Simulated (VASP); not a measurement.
# TiAl3 (I4/mmm) in VASP: notebook

Runs on TiAl3. Level: PBEsol. Tasks: single point.

All numbers are computed with VASP 6.6.1; they aren't measurements. Logs are shortened: lines on timing, memory, paths and dates and some standing lists are left out, and cuts for length are marked.

## (1) The cell of the first run

The structure is tetragonal, space group I4/mmm (No. 139). Conventional cell: a = 3.816 Å, b = 3.816 Å, c = 8.554 Å, α = 90.00°, β = 90.00°, γ = 90.00°. Within 3.6 Å of Ti (site symmetry 4/mmm) lie 12 Al at 2.70 to 2.87 Å. Al (site symmetry 4/mmm) has 4 Ti at 2.70 Å and 8 Al at 2.87 Å within 3.6 Å. Within 3.6 Å of Al (site symmetry -4m2) lie 8 Al at 2.70 to 2.87 Å and 4 Ti at 2.87 Å.

## (2) Single point, PBEsol

Input file INCAR:

```
PREC     = Accurate       # precision mode
ENCUT    = 520            # plane-wave cutoff, eV
EDIFF    = 1E-6           # SCF threshold, eV
ISMEAR   = 0              # smearing method
SIGMA    = 0.1            # smearing width, eV
LREAL    = False          # projectors in reciprocal space
LASPH    = True           # aspherical terms in the spheres
NELM     = 60             # most SCF steps
ALGO     = Fast           # electronic algorithm
ISIF     = 2              # what is computed and relaxed
LWAVE    = False          # write WAVECAR
LCHARG   = False          # write CHGCAR
GGA      = PS             # functional
NBANDS   = 31             # bands
```

Input file KPOINTS:

```
regular mesh
0
Gamma
  10 10 4
```

Input file POSCAR:

```
TiAl3
1.0
    3.8155481469      0.0000000000      0.0000000000
    0.0000000000      3.8155481469      0.0000000000
    0.0000000000      0.0000000000      8.5539936137
Ti Al
2 6
Direct
    0.0000000000      0.0000000000      0.0000000000
    0.5000000000      0.5000000000      0.5000000000
    0.5000000000      0.5000000000      0.0000000000
    0.0000000000      0.5000000000      0.2500000000
    0.5000000000      0.0000000000      0.2500000000
    0.0000000000      0.0000000000      0.5000000000
    0.5000000000      0.0000000000      0.7500000000
    0.0000000000      0.5000000000      0.7500000000
```

Potentials or basis: VASP PAW PBE potentials, release 64 (Ti_sv, Al).

Started as:

```console
$ cat potpaw_PBE.64/Ti_sv/POTCAR potpaw_PBE.64/Al/POTCAR > POTCAR
$ mpirun -np 1 vasp_std > vasp.out
```

OUTCAR:

```text
PREC = Accurate
   ENCUT = 520
   EDIFF = 1E-6
   ISMEAR = 0
   LREAL = False
   LASPH = True
   NELM = 60
   ISIF = 2
   GGA = PS

 ion  position               nearest neighbor table
   1  0.000  0.000  0.000-   3 2.70   3 2.70   3 2.70   3 2.70   8 2.87   4 2.87   4 2.87   8 2.87
                             5 2.87   5 2.87   7 2.87   7 2.87
   2  0.500  0.500  0.500-   6 2.70   6 2.70   6 2.70   6 2.70   8 2.87   5 2.87   5 2.87   7 2.87
                             4 2.87   4 2.87   8 2.87   7 2.87
   3  0.500  0.500  0.000-   1 2.70   1 2.70   1 2.70   1 2.70   8 2.87   4 2.87   5 2.87   7 2.87
                             5 2.87   4 2.87   8 2.87   7 2.87
   4  0.000  0.500  0.250-   5 2.70   5 2.70   5 2.70   5 2.70   6 2.87   1 2.87   2 2.87   6 2.87
                             2 2.87   3 2.87   3 2.87   1 2.87
   5  0.500  0.000  0.250-   4 2.70   4 2.70   4 2.70   4 2.70   6 2.87   2 2.87   3 2.87   2 2.87
                             1 2.87   3 2.87   6 2.87   1 2.87
   6  0.000  0.000  0.500-   2 2.70   2 2.70   2 2.70   2 2.70   8 2.87   4 2.87   4 2.87   8 2.87
                             5 2.87   5 2.87   7 2.87   7 2.87
   7  0.500  0.000  0.750-   8 2.70   8 2.70   8 2.70   8 2.70   1 2.87   2 2.87   3 2.87   2 2.87
                             1 2.87   6 2.87   3 2.87   6 2.87
   8  0.000  0.500  0.750-   7 2.70   7 2.70   7 2.70   7 2.70   1 2.87   1 2.87   6 2.87   2 2.87
                             2 2.87   3 2.87   3 2.87   6 2.87

  LATTYP: Found a simple tetragonal cell.
 ALAT       =     3.8155481469
 C/A-ratio  =     2.2418780433

  Lattice vectors:

 A1 = (   3.8155481469,   0.0000000000,   0.0000000000)
 A2 = (   0.0000000000,   3.8155481469,   0.0000000000)
 A3 = (   0.0000000000,   0.0000000000,   8.5539936137)

Analysis of symmetry for initial positions (statically):
=====================================================================
 Subroutine PRICEL returns following result:

  LATTYP: Found a body centered tetragonal cell.
 ALAT       =     3.8155481469
 C/A-ratio  =     2.2418780433

  Lattice vectors:

 A1 = (   1.9077740734,  -1.9077740734,  -4.2769968069)
 A2 = (  -1.9077740734,   1.9077740734,  -4.2769968068)
 A3 = (   1.9077740734,   1.9077740734,   4.2769968068)

   2 primitive cells build up your supercell.

 Routine SETGRP: Setting up the symmetry group for a
 simple tetragonal supercell.

 Subroutine GETGRP returns: Found 16 space group operations
 (whereof 16 operations were pure point group operations)
 out of a pool of 16 trial point group operations.

The static configuration has the point symmetry D_4h.

Analysis of symmetry for dynamics (positions and initial velocities):
=====================================================================
 Subroutine PRICEL returns following result:

  LATTYP: Found a body centered tetragonal cell.
 ALAT       =     3.8155481469
 C/A-ratio  =     2.2418780433

  Lattice vectors:

 A1 = (   1.9077740734,  -1.9077740734,  -4.2769968069)
 A2 = (  -1.9077740734,   1.9077740734,  -4.2769968068)
 A3 = (   1.9077740734,   1.9077740734,   4.2769968068)

   2 primitive cells build up your supercell.

 Routine SETGRP: Setting up the symmetry group for a
 simple tetragonal supercell.

 Subroutine GETGRP returns: Found 16 space group operations
 (whereof 16 operations were pure point group operations)
 out of a pool of 16 trial point group operations.

The dynamic configuration has the point symmetry D_4h.

 Subroutine INISYM returns: Found 16 space group operations
 (whereof 16 operations are pure point group operations),
 and found     2 'primitive' translations

----------------------------------------------------------------------------------------

                                     Primitive cell

  volume of cell :      62.2663

  direct lattice vectors                    reciprocal lattice vectors
     1.907774073 -1.907774073 -4.276996807     0.262085541  0.000000000 -0.116904460
    -1.907774073  1.907774073 -4.276996807    -0.000000000  0.262085541 -0.116904460
     1.907774073  1.907774073  4.276996807     0.262085541  0.262085541  0.000000000

  length of vectors
     5.056867164  5.056867164  5.056867164     0.286976451  0.286976451  0.370644926

  position of ions in fractional coordinates (direct lattice)
     0.000000000  0.000000000  0.000000000
     0.500000000  0.500000000  0.000000000
     0.750000000  0.250000000  0.500000000
     0.250000000  0.750000000  0.500000000

  ion indices of the primitive-cell ions
   primitive index   ion index
                 1           1
                 2           6
                 3           4
                 4           5

----------------------------------------------------------------------------------------

 KPOINTS: regular mesh

Automatic generation of k-mesh.
 Grid dimensions read from file:
 generate k-points for:   10   10    4

 Generating k-lattice:

  Cartesian coordinates                     Fractional coordinates (reciprocal lattice)
     0.026208554  0.000000000  0.000000000     0.100000000  0.000000000  0.000000000
     0.000000000  0.026208554  0.000000000     0.000000000  0.100000000  0.000000000
     0.000000000  0.000000000  0.029226115     0.000000000  0.000000000  0.250000000

  Length of vectors
     0.026208554  0.026208554  0.029226115

  Shift w.r.t. Gamma in fractional coordinates (k-lattice)
     0.000000000  0.000000000  0.000000000

 Subroutine IBZKPT returns following result:
 ===========================================

 Found     63 irreducible k-points:

 Following reciprocal coordinates:
            Coordinates               Weight
  0.000000  0.000000  0.000000      1.000000
  0.100000  0.000000  0.000000      4.000000
  0.200000  0.000000  0.000000      4.000000
  0.300000  0.000000  0.000000      4.000000
  0.400000  0.000000  0.000000      4.000000
  0.500000  0.000000  0.000000      2.000000
[... 16 lines left out ...]
  0.100000  0.000000  0.250000      8.000000
  0.200000  0.000000  0.250000      8.000000
 [... further k-points ...]
   k-points           NKPTS =     63   k-points in BZ     NKDIM =     63   number of bands    NBANDS=     31
   number of dos      NEDOS =    301   number of ions     NIONS =      8
   total plane-waves  NPLWV =  50176
   dimension x,y,z NGX =    28 NGY =   28 NGZ =   64
   dimension x,y,z NGXF=    56 NGYF=   56 NGZF=  128
   ions per type =               2   6
   NGX,Y,Z   is equivalent  to a cutoff of  12.20, 12.20, 12.44 a.u.
   NGXF,Y,Z  is equivalent  to a cutoff of  24.40, 24.40, 24.88 a.u.
 SYSTEM =  unknown system
   PREC   = accura    normal or accurate (medium, high low for compatibility)
   ISTART =      0    job   : 0-new  1-cont  2-samecut
   ICHARG =      2    charge: 1-file 2-atom 10-const
   ISPIN  =      1    spin polarized calculation?
   LNONCOLLINEAR =      F non collinear calculations
   LSORBIT =      F    spin-orbit coupling
   LASPH  =      T    aspherical Exc in radial PAW
   ENCUT  =  520.0 eV  38.22 Ry    6.18 a.u.   7.09  7.09 15.90*2*pi/ulx,y,z
   NELM   =     60;   NELMIN=  2; NELMDL= -5     # of ELM steps
   EDIFF  = 0.1E-05   stopping-criterion for ELM
   LREAL  =      F    real-space projection
   EDIFFG = 0.1E-04   stopping-criterion for IOM
   NSW    =      0    number of steps for IOM
   IBRION =     -1    ionic relax: 0-MD 1-quasi-New 2-CG
   NFREE  =      0    steps in history (QN), initial steepest desc. (CG)
   ISIF   =      2    stress and relaxation
   ISYM   =      2    0-nonsym 1-usesym 2-fastsym
   POTIM  = 0.5000    time-step for ionic-motion
   TEBEG  =    0.0;   TEEND  =   0.0 temperature during run
   PSTRESS=    0.0 pullay stress
   NELECT =      42.0000    total number of electrons
   NUPDOWN=      -1.0000    fix difference up-down
   EMIN   =  10.00;   EMAX   =-10.00  energy-range for DOS
   EFERMI =   0.00;   METHOD = LEGACY
   ISMEAR =     0;   SIGMA  =   0.10  broadening in eV -4-tet -1-fermi 0-gaus
   EFERMI_NEDOS =   21; number of points for ismear=-14 and -15
   IALGO  =     68    algorithm
   IMIX   =      4    mixing-type and parameters
     AMIX     =   0.40;   BMIX     =  1.00
     AMIX_MAG =   1.60;   BMIX_MAG =  1.00
  volume/ion in A,a.u.               =      15.57       105.05
  Fermi-wavevector in a.u.,A,eV,Ry     =   1.139542  2.153422 17.667926  1.298556
  Thomas-Fermi vector in A             =   2.276245
   LORBIT       =      0    0 simple, 1 ext, 2 COOP (PROOUT), +10 PAW based schemes
   GGA     = PS    functional components
   LHFCALC =     F    Hartree Fock is set to
   AEXX    =    0.0000 exact exchange contribution
   IVDW    =     0    specifies the selected vdW correction
   LEPSILON=     F    determine dielectric tensor
   LRPA    =     F    only Hartree local field effects (RPA)
 non-spin polarized calculation
 RMM-DIIS sequential band-by-band and
 Gauss-broadening in eV      SIGMA  =   0.10
  energy-cutoff  :      520.00
  volume of cell :      124.53
 maximum number of plane-waves:      3384
   NGX = 15   NGY = 15   NGZ = 31

 number of electron      42.0000004 magnetization

 Free energy of the ion-electron system (eV)
  ---------------------------------------------------
  ext. energy  EPLUGINS =         0.00000000
  ---------------------------------------------------
  free energy    TOTEN  =       -44.46466357 eV

  energy without entropy =      -44.44794907  energy(sigma->0) =      -44.45630632

 E-fermi :   8.3249     XC(G=0): -10.8954

 val. band max:        8.3083443476   @ k =   0.4000   0.2000   0.2500
 cond. band min:       8.3254756820   @ k =   0.2000   0.0000   0.2500
 fundamental gap:      0.0171313344
 Fermi energy:         8.3249160694

 k-point     1 :       0.0000    0.0000    0.0000
  band No.  band energies     occupation
      1     -47.8620      2.00000
      2     -47.8620      2.00000
      3     -24.2851      2.00000
      4     -24.2851      2.00000
      5     -24.2848      2.00000
      6     -24.2848      2.00000
[... 23 lines left out ...]
     30      12.1921      0.00000
     31      12.1940      0.00000

 k-point     2 :       0.1000    0.0000    0.0000
  band No.  band energies     occupation
      1     -47.8619      2.00000
      2     -47.8618      2.00000
      3     -24.2879      2.00000
      4     -24.2876      2.00000
      5     -24.2849      2.00000
      6     -24.2846      2.00000
[... 23 lines left out ...]
     30      12.1518      0.00000
     31      12.1797      0.00000

 k-point     3 :       0.2000    0.0000    0.0000
  band No.  band energies     occupation
      1     -47.8615      2.00000
      2     -47.8615      2.00000
      3     -24.2952      2.00000
      4     -24.2950      2.00000
      5     -24.2843      2.00000
      6     -24.2841      2.00000
[... 23 lines left out ...]
     30      12.1083      0.00000
     31      13.2421      0.00000

 k-point     4 :       0.3000    0.0000    0.0000
  band No.  band energies     occupation
      1     -47.8611      2.00000
      2     -47.8611      2.00000
      3     -24.3042      2.00000
      4     -24.3040      2.00000
      5     -24.2837      2.00000
      6     -24.2835      2.00000
[... 635 lines left out ...]
     30      12.4604      0.00000
     31      12.6498      0.00000

 k-point    23 :       0.1000    0.0000    0.2500
  band No.  band energies     occupation
      1     -47.8619      2.00000
      2     -47.8618      2.00000
      3     -24.2878      2.00000
      4     -24.2876      2.00000
      5     -24.2848      2.00000
      6     -24.2847      2.00000
[... 23 lines left out ...]
     30      12.4950      0.00000
     31      12.6510      0.00000

 k-point    24 :       0.2000    0.0000    0.2500
  band No.  band energies     occupation
      1     -47.8615      2.00000
      2     -47.8615      2.00000
      3     -24.2951      2.00000
      4     -24.2950      2.00000
      5     -24.2843      2.00000
      6     -24.2842      2.00000
[... 23 lines left out ...]
     30      12.1334      0.00000
     31      12.6483      0.00000

 [... further k-points ...]

------------------------ aborting loop because EDIFF is reached ----------------------------------------

  FORCE on cell =-STRESS in cart. coord.  units (eV):
  Direction    XX          YY          ZZ          XY          YZ          ZX
  --------------------------------------------------------------------------------------
  -------------------------------------------------------------------------------------
  Total        0.0513518      0.0513518      0.1089988      0.0000000      0.0000000     -0.0000000
  in kB        0.6606676      0.6606676      1.4023274      0.0000000      0.0000000     -0.0000000
  external PRESSURE =       0.9078876 kB  Pullay stress =       0.0000000 kB

 VOLUME and BASIS-vectors are now :
 -----------------------------------------------------------------------------
  energy-cutoff  :      520.00
  volume of cell :      124.53
      direct lattice vectors                 reciprocal lattice vectors
     3.815548147  0.000000000  0.000000000     0.262085541  0.000000000  0.000000000
     0.000000000  3.815548147  0.000000000     0.000000000  0.262085541  0.000000000
     0.000000000  0.000000000  8.553993614     0.000000000  0.000000000  0.116904460

 POSITION                                       TOTAL-FORCE (eV/Angst)
 -----------------------------------------------------------------------------------
      0.00000      0.00000      0.00000         0.000000      0.000000      0.000000
      1.90777      1.90777      4.27700        -0.000000     -0.000000     -0.000000
      1.90777      1.90777      0.00000         0.000000      0.000000      0.000000
      0.00000      1.90777      2.13850        -0.000000      0.000000      0.000000
      1.90777      0.00000      2.13850         0.000000      0.000000     -0.000000
      0.00000      0.00000      4.27700         0.000000      0.000000      0.000000
      1.90777      0.00000      6.41550         0.000000      0.000000     -0.000000
      0.00000      1.90777      6.41550         0.000000      0.000000     -0.000000
 -----------------------------------------------------------------------------------
    total drift:                                0.000000      0.000000      0.000000

  FREE ENERGIE OF THE ION-ELECTRON SYSTEM (eV)
  ---------------------------------------------------
  free  energy   TOTEN  =       -44.4646635658 eV

  energy  without entropy=      -44.4479490710  energy(sigma->0) =      -44.45630632
```

It took 4.2 min on 1 thread of Intel Xeon 6975P-C (Granite Rapids), shared host; peak memory 0.34 GiB.

Results:

* Free energy: -44.4647 eV
* Pressure: 0.1 GPa
* Band gap on the k mesh: zero (bands 21 and 22 overlap by 2.17 eV)

Caveat: the PAW data sets were made with another functional, which shifts forces and pressure a little.

## (3) Single point, PBEsol (biaxial strain in the a-b plane: +1.0 %)

Input file INCAR:

```
PREC = Accurate ; ENCUT = 520
EDIFF = 1E-6 ; ISMEAR = 0
SIGMA = 0.1 ; LREAL = False
LASPH = True ; NELM = 100
ALGO = Fast ; ISIF = 2
LWAVE = False ; LCHARG = False
GGA = PS ; NBANDS = 31
```

KPOINTS is that of step 2.

POSCAR: that of step 2 with these lines changed.

```diff
@@ -2,5 +2,5 @@
 1.0
-    3.8155481469      0.0000000000      0.0000000000
-    0.0000000000      3.8155481469      0.0000000000
-    0.0000000000      0.0000000000      8.5539936137
+    3.8537036283      0.0000000000      0.0000000000
+    0.0000000000      3.8537036283      0.0000000000
+    0.0000000000      0.0000000000      8.5026696520
 Ti Al
```

Potentials or basis: VASP PAW PBE potentials, release 64 (Ti_sv, Al).

Started as:

```console
$ cat potpaw_PBE.64/Ti_sv/POTCAR potpaw_PBE.64/Al/POTCAR > POTCAR
$ mpirun -np 1 vasp_std > vasp.out
```

Run time: 5.6 min. Hardware: 1 thread of Intel Xeon 6975P-C (Granite Rapids), shared host; peak memory 0.36 GiB.

Results (log left out):

```
Free energy            : -44.4442 eV
Pressure               : -1.4 GPa
Band gap on the k mesh : zero (bands 21 and 22 overlap by 2.10 eV)
```

Stress tensor (GPa, compression positive):
```
-2.45  0.00  0.00
 0.00 -2.45  0.00
 0.00  0.00  0.59
```

Levels at points of the mesh, in eV from the Fermi level:
| k point | band 19 | band 20 | band 21 | band 22 | band 23 | band 24 |
| --- | --- | --- | --- | --- | --- | --- |
| (0.00, 0.00, 0.00) | -0.99 | -0.22 | 0.70 | 0.70 | 0.82 | 0.95 |
| (0.50, 0.00, 0.00) | -0.93 | -0.93 | 0.20 | 0.20 | 1.75 | 1.75 |
| (0.50, 0.50, 0.00) | -2.16 | -2.16 | -0.94 | -0.94 | 1.72 | 1.72 |
| (0.00, 0.00, 0.50) | -0.13 | -0.13 | 0.88 | 0.88 | 1.16 | 1.16 |
| (0.50, 0.00, 0.50) | -0.21 | -0.21 | 0.48 | 0.48 | 1.75 | 1.75 |
| (0.50, 0.50, 0.50) | -1.80 | -1.80 | -1.07 | -1.07 | 0.90 | 0.90 |

Caveat: the cell differs from its parent crystal (biaxial strain in the a-b plane: +1.0 %); the PAW data sets were made with another functional, which shifts forces and pressure a little.

(Continued in part 2 of 2.)
